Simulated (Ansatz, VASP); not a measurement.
## One calculation of Ni, two programs

File INCAR:

```
SYSTEM = Ni
  ALGO = Normal
  EDIFF = 1E-6
  ENCUT = 520
  GGA = PE
  ISIF = 2
  ISMEAR = 0
  ISPIN = 2
  LASPH = .TRUE.
  LCHARG = .FALSE.
  LMAXMIX = 4
  LORBIT = 11
  LREAL = .FALSE.
  LWAVE = .FALSE.
  MAGMOM = 0.81
  NBANDS = 15
  NELM = 150
  PREC = Accurate
  SIGMA = 0.15
```

File KPOINTS:

```
k-points
0
G
  22 22 22
  0 0 0
```

File POSCAR:

```
Ni
1.0
    0.0000000000      1.7149115000      1.7944692500
    1.7149115000      0.0000000000      1.7944692500
    1.7149115000      1.7149115000      0.0000000000
Ni
1
Direct
    0.0000000000      0.0000000000      0.0000000000
```

Input for Ansatz:

```yaml
crystal:
  lattice:
    - [0.0, 1.7149115, 1.79446925]
    - [1.7149115, 0.0, 1.79446925]
    - [1.7149115, 1.7149115, 0.0]
  atoms:
    - { symbol: Ni, position: [0.0, 0.0, 0.0], spin: 0.81 }
basis:
  ecutwfc: 420
kpoints:
  mp_grid: { grid: [22, 22, 22] }
hamiltonian:
  xc: pbe
scf:
  occupations: { method: gaussian, width: 0.15 }
output:
  forces: true
  stress: true
  eigenvalues: true
  populations: true
magnetization:
  spin_polarized: true
```

Change from the starting cell: strain -0.030 along x and y, +0.015 along z, atoms carried along.

Alike in both runs: task single point; functional PBE; k mesh 22 × 22 × 22; occupations gaussian, width 0.15 eV; collinear spin.

```csv
,VASP,Ansatz
version,VASP 6.6.1,Ansatz 0.2.0
potentials or method,"VASP PAW PBE potentials, release 64 (Ni), cutoff 520 eV","scalar-relativistic, plane waves, PAW"
valence electrons in the cell,10,18
```

Ansatz gave:

```
gap on the k mesh at the Fermi level (eV)                     : none
pressure (GPa)                                                : 7.0
traceless stress, the component that is largest in VASP (GPa) : -4.45
net moment per atom (μB)                                      : 0.63
size of the moment on the site where the two differ most (μB) : 0.67
```

Question: Estimate VASP's values.

Answer: gap on the k mesh at the Fermi level (eV): none; pressure (GPa): 6.8; traceless stress, the component that is largest in VASP (GPa): -4.27; net moment per atom (μB): 0.62; size of the moment on the site where the two differ most (μB): 0.63.

Site moments also hang on the region over which each program counts them. A gap of «none» marks a metal or a gap that the smearing closes. VASP's potentials hold 10 valence electrons a cell and Ansatz's 18, so a difference there can come from the potentials and not from the codes.
